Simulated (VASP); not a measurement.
# Al3Au (I4mm) in VASP: single point with PBE

Aim: the single point of Al3Au with PBE.

All numbers are computed with VASP 6.6.1; they aren't measurements. Logs are shortened: lines on timing, memory, paths and dates and some standing lists are left out, and cuts for length are marked.

## 1. The cell of the first run

The structure is tetragonal, space group I4mm (No. 107). Conventional cell: a = 3.992 Å, b = 3.992 Å, c = 8.725 Å, α = 90.00°, β = 90.00°, γ = 90.00°. Al (site symmetry 2mm) has 8 Al at 2.82 to 3.02 Å and 4 Au at 2.85 to 3.07 Å within 3.7 Å. Within 3.7 Å of Al (site symmetry 4mm) lie 4 Au at 2.82 Å and 8 Al at 2.89 to 3.02 Å. Within 3.7 Å of Au (site symmetry 4mm) lie 12 Al at 2.82 to 3.07 Å.

## 2. Single point, PBE (strained and its atoms moved)

File INCAR:

```
SYSTEM = Al3Au
ALGO     = Normal         ! electronic algorithm
EDIFF    = 1E-6           ! SCF threshold, eV
ENCUT    = 520            ! plane-wave cutoff, eV
GGA      = PE             ! functional
ISIF     = 2              ! what is computed and relaxed
ISMEAR   = 0              ! smearing method
LASPH    = .True.         ! aspherical terms in the spheres
LCHARG   = .False.        ! write CHGCAR
LREAL    = .False.        ! projectors in reciprocal space
LWAVE    = .False.        ! write WAVECAR
NBANDS   = 18             ! bands
NELM     = 100            ! most SCF steps
PREC     = Accurate       ! precision mode
SIGMA    = 0.1            ! smearing width, eV
```

File KPOINTS:

```
k-points
0
Gamma
  14 14 14
  0 0 0
```

File POSCAR:

```
Al3Au
1.0
   -1.9958036449      1.9958036449      4.3625487720
    1.9958036449     -1.9958036449      4.3625487720
    1.9958036449      1.9958036449     -4.3625487720
Al Au
3 1
Direct
    0.7568902628      0.2568902628      0.5000000000
    0.2568902628      0.7568902628      0.5000000000
    0.4969085700      0.4969085700      0.0000000000
   -0.0106890955     -0.0106890955      0.0000000000
```

Potentials or basis: VASP PAW PBE potentials, release 64 (Al, Au).

Command:

```console
$ cat potpaw_PBE.64/Al/POTCAR potpaw_PBE.64/Au/POTCAR > POTCAR
$ mpirun -np 1 vasp_std > vasp.out
```

OUTCAR:

```text
SYSTEM = Al3Au
   EDIFF = 1E-6
   ENCUT = 520
   GGA = PE
   ISIF = 2
   ISMEAR = 0
   LASPH = .True.
   LREAL = .False.
   NELM = 100
   PREC = Accurate

 ion  position               nearest neighbor table
   1  0.757  0.257  0.500-   2 2.82   2 2.82   2 2.82   2 2.82   4 2.85   4 2.85   3 2.89   3 2.89
                             3 3.02   3 3.02   4 3.07   4 3.07
   2  0.257  0.757  0.500-   1 2.82   1 2.82   1 2.82   1 2.82   4 2.85   4 2.85   3 2.89   3 2.89
                             3 3.02   3 3.02   4 3.07   4 3.07
   3  0.497  0.497  0.000-   4 2.82   4 2.82   4 2.82   4 2.82   1 2.89   2 2.89   2 2.89   1 2.89
                             2 3.02   1 3.02   2 3.02   1 3.02
   4  0.989  0.989  0.000-   3 2.82   3 2.82   3 2.82   3 2.82   2 2.85   1 2.85   1 2.85   2 2.85
                             2 3.07   2 3.07   1 3.07   1 3.07

  LATTYP: Found a body centered tetragonal cell.
 ALAT       =     3.9916072898
 C/A-ratio  =     2.1858607099

  Lattice vectors:

 A1 = (  -1.9958036449,   1.9958036449,   4.3625487720)
 A2 = (   1.9958036449,  -1.9958036449,   4.3625487720)
 A3 = (   1.9958036449,   1.9958036449,  -4.3625487720)

Analysis of symmetry for initial positions (statically):
=====================================================================
 Subroutine PRICEL returns:
 Original cell was already a primitive cell.

 Routine SETGRP: Setting up the symmetry group for a
 body centered tetragonal supercell.

 Subroutine GETGRP returns: Found  8 space group operations
 (whereof  8 operations were pure point group operations)
 out of a pool of 16 trial point group operations.

The static configuration has the point symmetry C_4v.

Analysis of symmetry for dynamics (positions and initial velocities):
=====================================================================
 Subroutine PRICEL returns:
 Original cell was already a primitive cell.

 Routine SETGRP: Setting up the symmetry group for a
 body centered tetragonal supercell.

 Subroutine GETGRP returns: Found  8 space group operations
 (whereof  8 operations were pure point group operations)
 out of a pool of 16 trial point group operations.

The dynamic configuration has the point symmetry C_4v.

 Subroutine INISYM returns: Found  8 space group operations
 (whereof  8 operations are pure point group operations),
 and found     1 'primitive' translations

----------------------------------------------------------------------------------------

                                     Primitive cell

  volume of cell :      69.5082

  direct lattice vectors                    reciprocal lattice vectors
    -1.995803645  1.995803645  4.362548772     0.000000000  0.250525647  0.114611899
     1.995803645 -1.995803645  4.362548772     0.250525647  0.000000000  0.114611899
     1.995803645  1.995803645 -4.362548772     0.250525647  0.250525647  0.000000000

  length of vectors
     5.195988469  5.195988469  5.195988469     0.275497708  0.275497708  0.354296768

  position of ions in fractional coordinates (direct lattice)
     0.756890263  0.256890263  0.500000000
     0.256890263  0.756890263  0.500000000
     0.496908570  0.496908570  0.000000000
     0.989310905  0.989310905  0.000000000

  ion indices of the primitive-cell ions
   primitive index   ion index
                 1           1
                 2           2
                 3           3
                 4           4

----------------------------------------------------------------------------------------

 KPOINTS: k-points

Automatic generation of k-mesh.
 Grid dimensions read from file:
 generate k-points for:   14   14   14

 Generating k-lattice:

  Cartesian coordinates                     Fractional coordinates (reciprocal lattice)
     0.000000000  0.017894689  0.008186564     0.071428571 -0.000000000  0.000000000
     0.017894689  0.000000000  0.008186564    -0.000000000  0.071428571  0.000000000
     0.017894689  0.017894689  0.000000000     0.000000000  0.000000000  0.071428571

  Length of vectors
     0.019678408  0.019678408  0.025306912

  Shift w.r.t. Gamma in fractional coordinates (k-lattice)
     0.000000000  0.000000000  0.000000000

 Subroutine IBZKPT returns following result:
 ===========================================

 Found    244 irreducible k-points:

 Following reciprocal coordinates:
            Coordinates               Weight
  0.000000  0.000000  0.000000      1.000000
  0.071429  0.000000 -0.000000      8.000000
  0.142857  0.000000  0.000000      8.000000
  0.214286 -0.000000  0.000000      8.000000
  0.285714 -0.000000  0.000000      8.000000
  0.357143  0.000000 -0.000000      8.000000
[... 16 lines left out ...]
  0.214286  0.142857  0.000000     16.000000
  0.285714  0.142857  0.000000     16.000000
 [... further k-points ...]
   k-points           NKPTS =    244   k-points in BZ     NKDIM =    244   number of bands    NBANDS=     18
   number of dos      NEDOS =    301   number of ions     NIONS =      4
   total plane-waves  NPLWV =  64000
   dimension x,y,z NGX =    40 NGY =   40 NGZ =   40
   dimension x,y,z NGXF=    80 NGYF=   80 NGZF=   80
   ions per type =               3   1
   NGX,Y,Z   is equivalent  to a cutoff of  12.80, 12.80, 12.80 a.u.
   NGXF,Y,Z  is equivalent  to a cutoff of  25.60, 25.60, 25.60 a.u.
 SYSTEM =  Al3Au
   PREC   = accura    normal or accurate (medium, high low for compatibility)
   ISTART =      0    job   : 0-new  1-cont  2-samecut
   ICHARG =      2    charge: 1-file 2-atom 10-const
   ISPIN  =      1    spin polarized calculation?
   LNONCOLLINEAR =      F non collinear calculations
   LSORBIT =      F    spin-orbit coupling
   LASPH  =      T    aspherical Exc in radial PAW
   ENCUT  =  520.0 eV  38.22 Ry    6.18 a.u.   9.66  9.66  9.66*2*pi/ulx,y,z
   NELM   =    100;   NELMIN=  2; NELMDL= -5     # of ELM steps
   EDIFF  = 0.1E-05   stopping-criterion for ELM
   LREAL  =      F    real-space projection
   EDIFFG = 0.1E-04   stopping-criterion for IOM
   NSW    =      0    number of steps for IOM
   IBRION =     -1    ionic relax: 0-MD 1-quasi-New 2-CG
   NFREE  =      0    steps in history (QN), initial steepest desc. (CG)
   ISIF   =      2    stress and relaxation
   ISYM   =      2    0-nonsym 1-usesym 2-fastsym
   POTIM  = 0.5000    time-step for ionic-motion
   TEBEG  =    0.0;   TEEND  =   0.0 temperature during run
   PSTRESS=    0.0 pullay stress
   NELECT =      20.0000    total number of electrons
   NUPDOWN=      -1.0000    fix difference up-down
   EMIN   =  10.00;   EMAX   =-10.00  energy-range for DOS
   EFERMI =   0.00;   METHOD = LEGACY
   ISMEAR =     0;   SIGMA  =   0.10  broadening in eV -4-tet -1-fermi 0-gaus
   EFERMI_NEDOS =   21; number of points for ismear=-14 and -15
   IALGO  =     38    algorithm
   IMIX   =      4    mixing-type and parameters
     AMIX     =   0.40;   BMIX     =  1.00
     AMIX_MAG =   1.60;   BMIX_MAG =  1.00
  volume/ion in A,a.u.               =      17.38       117.27
  Fermi-wavevector in a.u.,A,eV,Ry     =   1.080786  2.042389 15.892930  1.168097
  Thomas-Fermi vector in A             =   2.216785
   LORBIT       =      0    0 simple, 1 ext, 2 COOP (PROOUT), +10 PAW based schemes
   GGA     = PE    functional components
   LHFCALC =     F    Hartree Fock is set to
   AEXX    =    0.0000 exact exchange contribution
   IVDW    =     0    specifies the selected vdW correction
   LEPSILON=     F    determine dielectric tensor
   LRPA    =     F    only Hartree local field effects (RPA)
 non-spin polarized calculation
 Gauss-broadening in eV      SIGMA  =   0.10
  energy-cutoff  :      520.00
  volume of cell :       69.51
 maximum number of plane-waves:      1904
   NGX = 19   NGY = 19   NGZ = 19

 number of electron      20.0000000 magnetization

 Free energy of the ion-electron system (eV)
  ---------------------------------------------------
  ext. energy  EPLUGINS =         0.00000000
  ---------------------------------------------------
  free energy    TOTEN  =       -14.80080099 eV

  energy without entropy =      -14.79369779  energy(sigma->0) =      -14.79724939

 E-fermi :   8.2074     XC(G=0): -10.6521

 val. band max:        8.2066693225   @ k =  -0.4286   0.5000   0.1429
 cond. band min:       8.2074548920   @ k =  -0.2857  -0.4286   0.0714
 fundamental gap:      0.0007855696
 Fermi energy:         8.2073646011

 k-point     1 :       0.0000    0.0000    0.0000
  band No.  band energies     occupation
      1      -2.6313      2.00000
      2       2.2385      2.00000
      3       2.4103      2.00000
      4       2.8174      2.00000
      5       2.8174      2.00000
      6       3.1283      2.00000
[... 10 lines left out ...]
     17      15.3860      0.00000
     18      15.3860      0.00000

 k-point     2 :       0.0714    0.0000   -0.0000
  band No.  band energies     occupation
      1      -2.5702      2.00000
      2       2.2444      2.00000
      3       2.4171      2.00000
      4       2.7565      2.00000
      5       2.8294      2.00000
      6       3.1021      2.00000
[... 10 lines left out ...]
     17      14.5200      0.00000
     18      15.1294      0.00000

 k-point     3 :       0.1429    0.0000    0.0000
  band No.  band energies     occupation
      1      -2.3877      2.00000
      2       2.2365      2.00000
      3       2.4141      2.00000
      4       2.6481      2.00000
      5       2.8615      2.00000
      6       3.0331      2.00000
[... 10 lines left out ...]
     17      13.5063      0.00000
     18      14.6200      0.00000

 k-point     4 :       0.2143   -0.0000    0.0000
  band No.  band energies     occupation
      1      -2.0863      2.00000
      2       2.1167      2.00000
      3       2.3519      2.00000
      4       2.6734      2.00000
      5       2.8812      2.00000
      6       2.9662      2.00000
[... 10 lines left out ...]
     17      13.6793      0.00000
     18      14.8783      0.00000

 k-point     5 :       0.2857   -0.0000    0.0000
  band No.  band energies     occupation
      1      -1.6709      2.00000
      2       1.8485      2.00000
      3       2.2783      2.00000
      4       2.7944      2.00000
      5       2.8062      2.00000
      6       2.9968      2.00000
[... 10 lines left out ...]
     17      14.1024      0.00000
     18      15.5875      0.00000

 k-point     6 :       0.3571    0.0000   -0.0000
  band No.  band energies     occupation
      1      -1.1502      2.00000
      2       1.4477      2.00000
      3       2.1535      2.00000
      4       2.7211      2.00000
      5       2.9122      2.00000
      6       3.0482      2.00000
[... 307 lines left out ...]
 k-point    21 :      -0.0714    0.0714    0.0000
  band No.  band energies     occupation
      1      -2.5301      2.00000
      2       2.2855      2.00000
      3       2.4290      2.00000
      4       2.7597      2.00000
      5       2.7621      2.00000
      6       3.0730      2.00000
[... 10 lines left out ...]
     17      13.7347      0.00000
     18      15.5550      0.00000

 k-point    22 :       0.1429    0.1429    0.0000
  band No.  band energies     occupation
      1      -2.0649      2.00000
      2       2.0853      2.00000
      3       2.3972      2.00000
      4       2.7214      2.00000
      5       2.8018      2.00000
      6       2.9272      2.00000
[... 10 lines left out ...]
     17      13.9885      0.00000
     18      16.2466      0.00000

 k-point    23 :       0.2143    0.1429    0.0000
  band No.  band energies     occupation
      1      -1.7279      2.00000
      2       1.9691      2.00000
      3       2.3322      2.00000
      4       2.7203      2.00000
      5       2.7843      2.00000
      6       2.9217      2.00000
[... 10 lines left out ...]
     17      15.1757      0.00000
     18      15.5045      0.00000

 k-point    24 :       0.2857    0.1429    0.0000
  band No.  band energies     occupation
      1      -1.2820      2.00000
      2       1.7677      2.00000
      3       2.2214      2.00000
      4       2.6193      2.00000
      5       2.8669      2.00000
      6       2.9757      2.00000
[... 10 lines left out ...]
     17      14.6203      0.00000
     18      15.2485      0.00000

 [... further k-points ...]
[... 5 lines left out ...]
  --------------------------------------------------------------------------------------
  -------------------------------------------------------------------------------------
  Total       -0.1922911     -0.1922911     -2.2721980      0.0000000     -0.0000000      0.0000000
  in kB       -4.4323485     -4.4323485    -52.3746164      0.0000000     -0.0000000      0.0000000
  external PRESSURE =     -20.4131045 kB  Pullay stress =       0.0000000 kB

 VOLUME and BASIS-vectors are now :
 -----------------------------------------------------------------------------
  energy-cutoff  :      520.00
  volume of cell :       69.51
      direct lattice vectors                 reciprocal lattice vectors
    -1.995803645  1.995803645  4.362548772     0.000000000  0.250525647  0.114611899
     1.995803645 -1.995803645  4.362548772     0.250525647  0.000000000  0.114611899
     1.995803645  1.995803645 -4.362548772     0.250525647  0.250525647  0.000000000

 POSITION                                       TOTAL-FORCE (eV/Angst)
 -----------------------------------------------------------------------------------
     -0.00000      1.99580      2.24139         0.000000      0.000000     -0.315246
      1.99580     -0.00000      2.24139        -0.000000     -0.000000     -0.315246
      0.00000      0.00000      4.33558         0.000000      0.000000      0.386744
      0.00000      0.00000      8.63183        -0.000000     -0.000000      0.243748
 -----------------------------------------------------------------------------------
    total drift:                               -0.000000     -0.000000      0.000080

  FREE ENERGIE OF THE ION-ELECTRON SYSTEM (eV)
  ---------------------------------------------------
  free  energy   TOTEN  =       -14.8008009924 eV

  energy  without entropy=      -14.7936977916  energy(sigma->0) =      -14.79724939
```

Run time: 5.8 min. Hardware: 1 thread of Intel Xeon Platinum 8259CL at 2.50GHz (Skylake/Cascade Lake), shared host; peak memory 0.45 GiB.

What came out:

| Quantity | Value |
| --- | --- |
| Free energy | -14.8008 eV |
| Pressure | -2.0 GPa |
| Largest force | 0.387 eV/Å |
| Band gap on the k mesh | zero (band 10 reaches 10.68 eV, above the bottom of band 11 at 6.49 eV) |

Forces on the atoms (eV/Å):
```
Al   0.000  0.000 -0.315
Al   0.000  0.000 -0.315
Al   0.000  0.000  0.387
Au   0.000  0.000  0.244
```

Caveat: the cell differs from its parent crystal (strained and its atoms moved); spin-orbit coupling is left out, which moves the levels of the heavy elements.
